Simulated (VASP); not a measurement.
Here is a VASP 6.6.1 calculation.

File INCAR:

```
  PREC = Accurate
  ENCUT = 520
  EDIFF = 1E-6
  ISMEAR = 0
  SIGMA = 0.05
  LREAL = False
  LASPH = True
  NELM = 100
  ALGO = Normal
  ISIF = 2
  LWAVE = False
  LCHARG = False
  GGA = PS
  NBANDS = 15
```

The input KPOINTS:

```
Automatic mesh
0
Gamma
  10 10 10
```

POSCAR

```
BaS
1.0
    0.0000000000      3.1937508250      3.1937508250
    3.1937508250      0.0000000000      3.1937508250
    3.1937508250      3.1937508250      0.0000000000
Ba S
1 1
Direct
    0.5000000000      0.5000000000      0.5000000000
    0.0000000000      0.0000000000      0.0000000000
```

Potentials or basis: VASP PAW PBE potentials, release 64 (Ba_sv, S).

Launch:

```sh
$ cat potpaw_PBE.64/Ba_sv/POTCAR potpaw_PBE.64/S/POTCAR > POTCAR
$ mpirun -np 1 vasp_std > vasp.out
```

(1) What does it give for the pressure?

(2) What does it give for the band gap on the k mesh?

Answers

(1) -0.5 GPa.

(2) 1.98 eV, indirect (least direct gap 2.12 eV).

Caveat: the PAW data sets were made with another functional, which shifts forces and pressure a little; spin-orbit coupling is left out, which moves the levels of the heavy elements.
